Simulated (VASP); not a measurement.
A run of VASP 6.6.1:

INCAR

```
PREC = Accurate
ENCUT = 520
EDIFF = 1E-7
ISMEAR = -1
SIGMA = 0.02
LREAL = False
LASPH = True
NELM = 80
ALGO = Normal
ISIF = 2
LWAVE = False
LCHARG = False
GGA = PE
IBRION = 2
NSW = 80
EDIFFG = -0.02
```

File KPOINTS:

```
Automatic mesh
0
Gamma
  4 4 3
```

POSCAR

```
SiO2
1.0
    4.9329000000      0.0000000000      0.0000000000
    0.0000000000      4.9329000000      0.0000000000
    0.0000000000      0.0000000000      6.4645000000
Si O
4 8
Direct
    0.6822900000      0.6822900000      0.5000000000
    0.8177100000      0.1822900000      0.7500000000
    0.3177100000      0.3177100000      0.0000000000
    0.1822900000      0.8177100000      0.2500000000
    0.3645700000      0.7316500000      0.4480700000
    0.7683500000      0.8645700000      0.6980700000
    0.6354300000      0.2683500000      0.9480700000
    0.2316500000      0.1354300000      0.1980700000
    0.8645700000      0.7683500000      0.3019300000
    0.2683500000      0.6354300000      0.0519300000
    0.1354300000      0.2316500000      0.8019300000
    0.7316500000      0.3645700000      0.5519300000
```

Potentials or basis: VASP PAW PBE potentials, release 64 (Si, O).

The run is started by

```bash
$ cat potpaw_PBE.64/Si/POTCAR potpaw_PBE.64/O/POTCAR > POTCAR
$ mpirun -np 1 vasp_std > vasp.out
```

Hardware: 1 thread of Intel Xeon 8259CL, with other jobs on the host.

Q: How long does it take, and how much memory?

A: Wall time 6.6 min on 1 thread of Intel Xeon 8259CL, with other jobs on the host, peak memory 0.28 GiB. Counts: scf iterations 45, k points 12, ion steps 5.
